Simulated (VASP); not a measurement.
Mg2Ge3N:

```xyz
6
Lattice="3.2737 0.0000 0.0000 -1.6369 2.8351 0.0000 0.0000 0.0000 9.0075" Properties=species:S:1:pos:R:3 pbc="T T T"
Mg    1.6369    0.9450    3.2282
Mg    0.0000    1.8901    5.7793
Ge    1.6369    0.9450    6.9979
Ge    0.0000    1.8901    2.0096
Ge    0.0000    0.0000    4.5038
N     0.0000    0.0000    0.0000
```

The cell was generated, and may not be a known phase.

| Item | Value |
| --- | --- |
| Program | VASP 6.6.1 |
| Task | relaxation of cell and atoms |
| Functional | PBE |
| Potentials or basis | VASP PAW PBE potentials, release 64 (Mg, Ge_d, N) |
| Cutoff | 600 eV |
| k mesh | 6 × 6 × 2 |
| Occupations | gaussian, width 0.1 eV |
| Spin | no spin polarisation |

At the start: pressure 51.3 GPa; volume 13.93 Å³/atom.

Problem. Where does the relaxation end?

Solution. Over 38 steps the energy falls by 1932.7 meV/atom and the volume is 16.92 Å³/atom (+21.4 %); space group P-3m1 (No. 164, to 0.1 Å) before and after.

Step by step:
| step | energy change (eV) | largest force (eV/Å) | pressure (GPa) | volume (Å³) |
| --- | --- | --- | --- | --- |
| 1 | 0.0000 | 8.1125 | 51.27 | 83.60 |
| 2 | -6.8926 | 1.8572 | -8.69 | 149.74 |
| 3 | -7.2487 | 2.5987 | -3.98 | 128.78 |
| 4 | -7.2552 | 2.5369 | -4.51 | 130.15 |
| 5 | -8.2470 | 2.4921 | -3.82 | 123.17 |
| 6 | -9.6305 | 0.9946 | 6.37 | 102.73 |
| 7 | -10.1817 | 0.3651 | 0.04 | 112.39 |
| 8 | -10.1874 | 0.3255 | -0.44 | 113.40 |
| 9 | -10.2856 | 0.3338 | 0.24 | 112.79 |
| 10 | -10.4772 | 0.6142 | 2.83 | 110.33 |
| 11 | -10.4744 | 1.0833 | 4.30 | 109.01 |
| 12 | -10.5100 | 1.0801 | 3.94 | 109.61 |
| 13 | -10.6071 | 1.1010 | 2.79 | 111.37 |
| 14 | -10.7261 | 1.3278 | 1.13 | 114.60 |
| 15 | -10.5365 | 1.9856 | -0.54 | 119.94 |
| 16 | -10.7276 | 1.5028 | 0.44 | 116.16 |
| 17 | -10.7331 | 1.4258 | 0.65 | 115.57 |
| 18 | -10.7951 | 1.2757 | -0.06 | 116.08 |
| 19 | -10.9219 | 0.7034 | -2.24 | 117.61 |
| 20 | -10.9603 | 0.2338 | -6.01 | 120.70 |
| 21 | -10.9723 | 0.3178 | -4.89 | 119.61 |
| 22 | -11.0274 | 0.3061 | -5.02 | 118.60 |
| 23 | -11.1779 | 0.2434 | -4.66 | 115.61 |
| 24 | -11.3044 | 0.7857 | -3.66 | 109.71 |
| 25 | -11.4075 | 0.5371 | -2.38 | 106.99 |
| 26 | -11.5166 | 0.1454 | 1.02 | 101.60 |
| 27 | -11.5198 | 0.1336 | 1.71 | 100.45 |
| 28 | -11.5626 | 0.1507 | 1.34 | 100.78 |
| 29 | -11.5904 | 0.1494 | 0.48 | 101.30 |
| 30 | -11.5907 | 0.1389 | 0.55 | 101.26 |
| 31 | -11.5936 | 0.0992 | 0.04 | 101.88 |
| 32 | -11.5938 | 0.0839 | -0.29 | 102.12 |
| 33 | -11.5938 | 0.0878 | 0.02 | 102.06 |
| 34 | -11.5938 | 0.0852 | -0.18 | 102.10 |
| 35 | -11.5946 | 0.0692 | -0.27 | 101.99 |
| 36 | -11.5959 | 0.0420 | 0.01 | 101.65 |
| 37 | -11.5959 | 0.0467 | 0.02 | 101.56 |
| 38 | -11.5964 | 0.0102 | 0.16 | 101.54 |

Final structure:
```yaml
crystal:
  lattice:
    - [3.22634, 0.00000, 0.00000]
    - [-1.61317, 2.79409, 0.00000]
    - [0.00000, 0.00000, 11.26344]
  atoms:
    - { symbol: Mg, position: [0.66667, 0.33333, 0.31354] }
    - { symbol: Mg, position: [0.33333, 0.66667, 0.68646] }
    - { symbol: Ge, position: [0.66667, 0.33333, 0.88225] }
    - { symbol: Ge, position: [0.33333, 0.66667, 0.11775] }
    - { symbol: Ge, position: [0.00000, 0.00000, 0.50000] }
    - { symbol: N, position: [0.00000, 0.00000, 0.00000] }
```

Caveat: the k points lie up to 0.37 Å⁻¹ apart in the final cell, too coarse for converged energies and pressures of a metal; the volume moved by over 15 % at a fixed basis, so the end points are rough; an odd number of electrons without spin polarisation forces a metal; a magnetic or distorted state may lie lower.
